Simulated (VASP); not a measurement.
# Si12HO23 (a cell with a defect) in VASP: single point with PBE

Aim: the single point of Si12HO23 (a cell with a defect) with PBE.

Program: VASP 6.6.1. These are calculated values, not measurements. Logs are shortened: lines on timing, memory, paths and dates and some standing lists are left out, and cuts for length are marked.

## (1) The cell of the first run

The cell holds a defect, 36 atoms: a = 10.101 Å, b = 10.101 Å, c = 7.326 Å, α = 113.50°, β = 113.50°, γ = 114.94°.

## (2) Single point, PBE

Contents of INCAR:

```
SYSTEM = Si12HO23
ALGO = Normal
EDIFF = 1E-7
ENCUT = 520
GGA = PE
ISIF = 2
ISMEAR = -1
KPAR = 4
LASPH = .TRUE.
LCHARG = .TRUE.
LREAL = Auto
LVHAR = .TRUE.
LWAVE = .FALSE.
NBANDS = 118
NELECT = 186.0
NELM = 60
PREC = Accurate
SIGMA = 0.01
```

Contents of KPOINTS:

```
k-points
0
G
  3 3 4
  0 0 0
```

Contents of POSCAR:

```
Si12HO23
1.0
   -7.3748367111      4.2578639604      5.4316252501
    7.3748367111     -4.2578639604      5.4316252501
    2.4582789037      4.2578639604     -5.4316252501
Si H O
12 1 23
Direct
    0.3896631802      0.1606136873      0.2312718445
    0.8987691616      0.6645257085      0.2401374192
    0.8965494099      0.1642068791      0.7253709520
    0.4003646314      0.6668510211      0.7310556825
    0.2678694325      0.2711311681      0.5413823683
    0.7562827004      0.7631284892      0.5228836407
    0.7685132302      0.2647619332      0.0284627388
    0.2703180916      0.7658990372      0.0319326187
    0.3264284370      0.5601970010      0.2265585413
    0.8327569884      0.0633870614      0.2265252269
    0.8444075885      0.5813627824      0.7555169090
    0.3400623603      0.0691310520      0.7336480150
    0.6421318485      0.3519059940      0.4596988351
    0.1382879528      0.8452063956      0.4420161824
    0.1364875511      0.3396794848      0.9238144727
    0.6399282129      0.8414388243      0.9248818083
    0.8623523212      0.7287773238      0.7122151174
    0.3774241329      0.2382770286      0.7249532784
    0.3698963935      0.7339995193      0.2230436359
    0.8751955774      0.2353454434      0.2204391080
    0.3277626671      0.2603951479      0.3589040197
    0.8104061875      0.7437045239      0.3384475301
    0.8172416050      0.2515918046      0.8386347106
    0.3199057094      0.7526243170      0.8448496725
    0.5193095483      0.5878940822      0.3333208497
    0.0279884031      0.0935161130      0.3370713413
    0.0265349889      0.5973400825      0.8357893353
    0.5277633217      0.0904794264      0.8318240019
    0.3507708803      0.4908380652      0.7312763273
    0.8445743603      0.9851366235      0.7196040623
    0.8464370527      0.4832417363      0.2260727521
    0.3574356635      0.9916563904      0.2328100445
    0.2862750458      0.5808947059      0.4259577028
    0.7893827274      0.0843651014      0.4238111474
    0.7919515360      0.5833670049      0.9348199524
    0.3225711009      0.1131290407      0.9609981550
```

Potentials or basis: VASP PAW PBE potentials, release 64 (Si, H, O).

The run is started by

```console
$ cat potpaw_PBE.64/Si/POTCAR potpaw_PBE.64/H/POTCAR potpaw_PBE.64/O/POTCAR > POTCAR
$ mpirun -np 4 vasp_std > vasp.out
```

OUTCAR:

```text
SYSTEM = Si12HO23
   EDIFF = 1E-7
   ENCUT = 520
   GGA = PE
   ISIF = 2
   ISMEAR = -1
   LASPH = .TRUE.
   LREAL = Auto
   NELECT = 186.0
   NELM = 60
   PREC = Accurate

 ion  position               nearest neighbor table
   1  0.390  0.161  0.231-  36 1.58  21 1.59  32 1.60  13 1.70   5 3.05   8 3.06  12 3.14
   2  0.899  0.665  0.240-  22 1.62  31 1.62  14 1.63  35 1.65  11 3.05   6 3.05   7 3.06  12 3.11

   3  0.897  0.164  0.725-  34 1.62  15 1.63  23 1.63  30 1.63   7 3.04   9 3.04   6 3.05  10 3.07

   4  0.400  0.667  0.731-  33 1.62  16 1.63  29 1.63  24 1.63   8 3.04   5 3.05  10 3.05   9 3.05
[... 9 lines left out ...]
   9  0.326  0.560  0.227-  15 1.62  25 1.62  33 1.63  19 1.63   6 3.03   3 3.04   4 3.05   8 3.06

  10  0.833  0.063  0.227-  16 1.62  20 1.63  26 1.63  34 1.63   4 3.05   5 3.05   7 3.06   3 3.07

  11  0.844  0.581  0.756-  17 1.60  35 1.60  27 1.60  13 1.65   2 3.05   8 3.06   6 3.12
  12  0.340  0.069  0.734-  28 1.61  14 1.62  18 1.62  36 1.65   7 3.04   5 3.07   2 3.11   1 3.14

  13  0.642  0.352  0.460-  11 1.65   1 1.70
  14  0.138  0.845  0.442-  12 1.62   2 1.63
  15  0.136  0.340  0.924-   9 1.62   3 1.63
  16  0.640  0.841  0.925-  10 1.62   4 1.63
  17  0.862  0.729  0.712-  11 1.60   6 1.64
  18  0.377  0.238  0.725-   5 1.62  12 1.62
[... 16 lines left out ...]
  35  0.792  0.583  0.935-  11 1.60   2 1.65
  36  0.323  0.113  0.961-   1 1.58  12 1.65

  LATTYP: Found a face centered orthorhombic cell.
 ALAT       =     9.8331156148
 B/A-ratio  =     1.1047617994
 C/A-ratio  =     1.7320508076

  Lattice vectors:

 A1 = (  -7.3748367111,   4.2578639604,  -5.4316252501)
 A2 = (  -4.9165578074,   8.5157279208,   0.0000000000)
 A3 = (   2.4582789037,   4.2578639604,  -5.4316252501)

Analysis of symmetry for initial positions (statically):
=====================================================================
 Subroutine PRICEL returns:
 Original cell was already a primitive cell.

 Routine SETGRP: Setting up the symmetry group for a
 face centered orthorhombic supercell.

 Subroutine GETGRP returns: Found  1 space group operations
 (whereof  1 operations were pure point group operations)
 out of a pool of  8 trial point group operations.

The static configuration has the point symmetry C_1 .

Analysis of symmetry for dynamics (positions and initial velocities):
=====================================================================
 Subroutine PRICEL returns:
 Original cell was already a primitive cell.

 Routine SETGRP: Setting up the symmetry group for a
 face centered orthorhombic supercell.

 Subroutine GETGRP returns: Found  1 space group operations
 (whereof  1 operations were pure point group operations)
 out of a pool of  8 trial point group operations.

The dynamic configuration has the point symmetry C_1 .

 Subroutine INISYM returns: Found  1 space group operations
 (whereof  1 operations are pure point group operations),
 and found     1 'primitive' translations

----------------------------------------------------------------------------------------

                                     Primitive cell

  volume of cell :     454.8233

  direct lattice vectors                    reciprocal lattice vectors
    -7.374836711  4.257863960  5.431625250     0.000000000  0.117429773  0.092053479
     7.374836711 -4.257863960  5.431625250     0.101697167  0.058714887  0.092053479
     2.458278904  4.257863960 -5.431625250     0.101697167  0.176144660  0.000000000

  length of vectors
    10.100503694 10.100503694  7.326328789     0.149209901  0.149209901  0.203394334

  position of ions in fractional coordinates (direct lattice)
     0.389663180  0.160613687  0.231271845
     0.898769162  0.664525709  0.240137419
     0.896549410  0.164206879  0.725370952
     0.400364631  0.666851021  0.731055682
     0.267869432  0.271131168  0.541382368
     0.756282700  0.763128489  0.522883641
[... 28 lines left out ...]
     0.791951536  0.583367005  0.934819952
[... 67 lines left out ...]
|           W WW W  AAAAAA  RRRRR   N  N N  II  N  N N  G  GGG   !            |
|           WW  WW  A    A  R   R   N   NN  II  N   NN  G    G                |
|           W    W  A    A  R    R  N    N  II  N    N   GGGG   !!!           |
|                                                                             |
|     Your reciprocal lattice and k-lattice belong to different lattice       |
|     classes:                                                                |
|                                                                             |
|        The reciprocal lattice is body-centered orthorhombic,                |
|        whereas your k-lattice is base-centered monoclinic.                  |
|                                                                             |
|     Results are often still useful ...                                      |
|                                                                             |
 -----------------------------------------------------------------------------

 WARNING: IBZKPT: internal override: KBLOWUP is changed to .FALSE.
      ... skipping the blow-up phase ...

 Subroutine IBZKPT returns following result:
 ===========================================

 Found     19 irreducible k-points:

 Following reciprocal coordinates:
            Coordinates               Weight
  0.000000  0.000000  0.000000      1.000000
  0.333333  0.000000  0.000000      2.000000
 -0.000000  0.333333  0.000000      2.000000
  0.333333  0.333333 -0.000000      2.000000
 -0.333333  0.333333 -0.000000      2.000000
  0.000000  0.000000  0.250000      2.000000
[... 11 lines left out ...]
  0.333333  0.333333  0.500000      2.000000
 -0.333333  0.333333  0.500000      2.000000
   k-points           NKPTS =     19   k-points in BZ     NKDIM =     19   number of bands    NBANDS=    118
   number of dos      NEDOS =    301   number of ions     NIONS =     36
   total plane-waves  NPLWV = 345600
   dimension x,y,z NGX =    80 NGY =   80 NGZ =   54
   dimension x,y,z NGXF=   160 NGYF=  160 NGZF=  108
   ions per type =              12   1  23
   NGX,Y,Z   is equivalent  to a cutoff of  13.17, 13.17, 12.25 a.u.
   NGXF,Y,Z  is equivalent  to a cutoff of  26.33, 26.33, 24.51 a.u.
 SYSTEM =  Si12HO23
   PREC   = accura    normal or accurate (medium, high low for compatibility)
   ISTART =      0    job   : 0-new  1-cont  2-samecut
   ICHARG =      2    charge: 1-file 2-atom 10-const
   ISPIN  =      1    spin polarized calculation?
   LNONCOLLINEAR =      F non collinear calculations
   LSORBIT =      F    spin-orbit coupling
   LASPH  =      T    aspherical Exc in radial PAW
   ENCUT  =  520.0 eV  38.22 Ry    6.18 a.u.  18.78 18.78 13.62*2*pi/ulx,y,z
   NELM   =     60;   NELMIN=  2; NELMDL= -5     # of ELM steps
   EDIFF  = 0.1E-06   stopping-criterion for ELM
   LREAL  =      T    real-space projection
   EDIFFG = 0.1E-05   stopping-criterion for IOM
   NSW    =      0    number of steps for IOM
   IBRION =     -1    ionic relax: 0-MD 1-quasi-New 2-CG
   NFREE  =      0    steps in history (QN), initial steepest desc. (CG)
   ISIF   =      2    stress and relaxation
   ISYM   =      2    0-nonsym 1-usesym 2-fastsym
   POTIM  = 0.5000    time-step for ionic-motion
   TEBEG  =    0.0;   TEEND  =   0.0 temperature during run
   PSTRESS=    0.0 pullay stress
   NELECT =     186.0000    total number of electrons
   NUPDOWN=      -1.0000    fix difference up-down
   EMIN   =  10.00;   EMAX   =-10.00  energy-range for DOS
   EFERMI =   0.00;   METHOD = LEGACY
   ISMEAR =    -1;   SIGMA  =   0.01  broadening in eV -4-tet -1-fermi 0-gaus
   EFERMI_NEDOS =   21; number of points for ismear=-14 and -15
   IALGO  =     38    algorithm
   IMIX   =      4    mixing-type and parameters
     AMIX     =   0.40;   BMIX     =  1.00
     AMIX_MAG =   1.60;   BMIX_MAG =  1.00
  volume/ion in A,a.u.               =      12.63        85.26
  Fermi-wavevector in a.u.,A,eV,Ry     =   1.215155  2.296309 20.090376  1.476601
  Thomas-Fermi vector in A             =   2.350551
   LORBIT       =      0    0 simple, 1 ext, 2 COOP (PROOUT), +10 PAW based schemes
   GGA     = PE    functional components
   LHFCALC =     F    Hartree Fock is set to
   AEXX    =    0.0000 exact exchange contribution
   IVDW    =     0    specifies the selected vdW correction
   LEPSILON=     F    determine dielectric tensor
   LRPA    =     F    only Hartree local field effects (RPA)
 non-spin polarized calculation
  energy-cutoff  :      520.00
  volume of cell :      454.82
 maximum number of plane-waves:     12273
 NGX is ok and might be reduce to    80
   NGX = 37   NGY = 37   NGZ = 27

 number of electron     186.0000002 magnetization

 Free energy of the ion-electron system (eV)
  ---------------------------------------------------
  ext. energy  EPLUGINS =         0.00000000
  ---------------------------------------------------
  free energy    TOTEN  =      -281.20195254 eV

  energy without entropy =     -281.20195254  energy(sigma->0) =     -281.20195254

 E-fermi :   1.3551     XC(G=0):  -9.1134

 val. band max:        1.0765332504   @ k =   0.3333   0.0000   0.0000
 cond. band min:       5.2621055944   @ k =  -0.3333  -0.3333   0.2500
 fundamental gap:      4.1855723440
 Fermi energy:         1.3551370349

 k-point     1 :       0.0000    0.0000    0.0000
  band No.  band energies     occupation
      1     -18.3516      2.00000
      2     -17.9528      2.00000
      3     -17.8039      2.00000
      4     -17.7288      2.00000
      5     -17.4408      2.00000
      6     -17.4051      2.00000
[... 2041 lines left out ...]
    104      10.1174      0.00000
    105      10.2151      0.00000
 [bands above 105 left out]

------------------------ aborting loop because EDIFF is reached ----------------------------------------

  FORCE on cell =-STRESS in cart. coord.  units (eV):
  Direction    XX          YY          ZZ          XY          YZ          ZX
  --------------------------------------------------------------------------------------
  -------------------------------------------------------------------------------------
  Total       -2.5455645     -3.0470617     -2.6859339     -1.3779665     -1.3518431     -1.7396936
  in kB       -8.9670990    -10.7336915     -9.4615695     -4.8540756     -4.7620522     -6.1283085
  external PRESSURE =      -9.7207866 kB  Pullay stress =       0.0000000 kB

 VOLUME and BASIS-vectors are now :
 -----------------------------------------------------------------------------
  energy-cutoff  :      520.00
  volume of cell :      454.82
      direct lattice vectors                 reciprocal lattice vectors
    -7.374836711  4.257863960  5.431625250     0.000000000  0.117429773  0.092053479
     7.374836711 -4.257863960  5.431625250     0.101697167  0.058714887  0.092053479
     2.458278904  4.257863960 -5.431625250     0.101697167  0.176144660  0.000000000

 POSITION                                       TOTAL-FORCE (eV/Angst)
 -----------------------------------------------------------------------------------
     -1.12067      1.95999      1.73272         0.029193      0.036813      0.025023
     -1.13718      2.01985      7.18690         0.001134     -0.025759      0.015385
     -3.61774      6.20675      1.82169         0.008285     -0.005791     -0.006031
      3.76243      1.97807      1.82589         0.013780     -0.018040      0.005107
      1.35492      2.29124     -0.01294        -0.000072      0.011900      0.012413
      1.33588      2.19722      5.41276        -0.005306      0.031929     -0.002232
[... 28 lines left out ...]
      0.75977      4.86846      2.39262         0.005672      0.014920     -0.023129
      0.81780      4.98358     -2.85322        -0.023234     -0.009659      0.028090
 -----------------------------------------------------------------------------------
    total drift:                                0.011582      0.001840     -0.001971

  FREE ENERGIE OF THE ION-ELECTRON SYSTEM (eV)
  ---------------------------------------------------
  free  energy   TOTEN  =      -281.2019525393 eV

  energy  without entropy=     -281.2019525393  energy(sigma->0) =     -281.20195254
```

It took 42 min on 4 MPI ranks of AMD EPYC 7R43 (Zen 3), shared host; peak memory 1.1 GiB.

What came out:

```yaml
Free_energy: -281.2020 eV
Largest_force: 0.053 eV/Å
```

Forces on the atoms (eV/Å):
```
Si   0.029  0.037  0.025
Si   0.001 -0.026  0.015
Si   0.008 -0.006 -0.006
Si   0.014 -0.018  0.005
Si   0.000  0.012  0.012
Si  -0.005  0.032 -0.002
Si   0.011  0.012  0.000
Si   0.013  0.007 -0.005
Si  -0.002 -0.010  0.000
Si  -0.022 -0.002 -0.005
Si  -0.028 -0.033 -0.018
Si  -0.009  0.001 -0.017
H   -0.009 -0.006  0.011
O    0.003  0.004 -0.002
O    0.002 -0.005  0.003
O    0.004 -0.006  0.005
O    0.015 -0.033  0.021
O   -0.005 -0.005 -0.001
O   -0.015  0.012 -0.015
O   -0.001  0.003  0.004
O    0.026 -0.003 -0.034
O    0.014  0.001  0.000
O    0.003  0.001 -0.002
O   -0.001  0.000  0.001
O    0.006  0.000  0.001
O    0.000 -0.001 -0.004
O   -0.012  0.023  0.010
O   -0.001  0.009 -0.001
O    0.013  0.001 -0.002
O    0.007 -0.001  0.006
O   -0.002 -0.003 -0.007
O   -0.024 -0.008 -0.009
O   -0.004  0.007  0.001
O   -0.010 -0.001  0.005
O    0.006  0.015 -0.023
O   -0.023 -0.010  0.028
```

Caveat: the cell carries a net charge on a neutralising background, which shifts energy and pressure; the cell is charged against a uniform background, so pressure and absolute levels hang on convention.
